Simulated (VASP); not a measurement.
Ta2N: single point with PBEsol

The system is Ta2N.

```xyz
3
Lattice="2.9939 0.0000 0.0000 -1.4970 2.5928 0.0000 0.0000 0.0000 4.6917" Properties=species:S:1:pos:R:3 pbc="T T T"
Ta    1.4970    0.8643    3.5018
Ta    0.0000    1.7285    1.1900
N     0.0000    0.0000    0.0000
```

| Item | Value |
| --- | --- |
| Program | VASP 6.6.1 |
| Task | single point |
| Functional | PBEsol |
| Potentials or basis | VASP PAW PBE potentials, release 64 (Ta_pv, N) |
| Cutoff | 520 eV |
| k mesh | 18 × 18 × 10 |
| Occupations | gaussian, width 0.15 eV |
| Spin | no spin polarisation |
| Dipole correction | no |
| Further INCAR settings | ALGO = Normal; EDIFF = 1e-06; NBANDS = 20 |

```json
{
  "Pressure": "31.2 GPa",
  "Largest force": "0.734 eV/Å",
  "Band gap on the k mesh": "zero (an odd number of electrons rules out a gap without spin polarisation)"
}
```

Forces in eV/Å, atoms in the order of the input:
```
Ta   0.000  0.000 -0.734
Ta   0.000  0.000  0.734
N    0.000  0.000  0.000
```

Levels at points of the mesh, in eV from the Fermi level:
```tsv
k point	band 10	band 11	band 12	band 13	band 14	band 15	band 16	band 17
(0.00, 0.00, 0.00)	-6.69	-4.80	-0.79	-0.28	-0.28	0.32	0.32	0.38
(0.50, 0.00, 0.00)	-6.98	-5.18	-2.69	-1.23	2.09	2.27	4.36	4.69
(0.00, 0.00, 0.50)	-6.90	-3.11	-2.66	-1.30	-1.30	2.07	2.60	2.65
(0.50, 0.00, 0.50)	-6.64	-3.72	-2.11	-2.04	-0.21	0.91	3.87	4.10
```

Wall time 4 min on 1 thread of Intel Xeon 8259CL (shared host), peak memory 0.33 GiB.

Caveat: the cell stands under pressure; the PAW data sets were made with another functional, which shifts forces and pressure a little; spin-orbit coupling is left out, which moves the levels of the heavy elements.
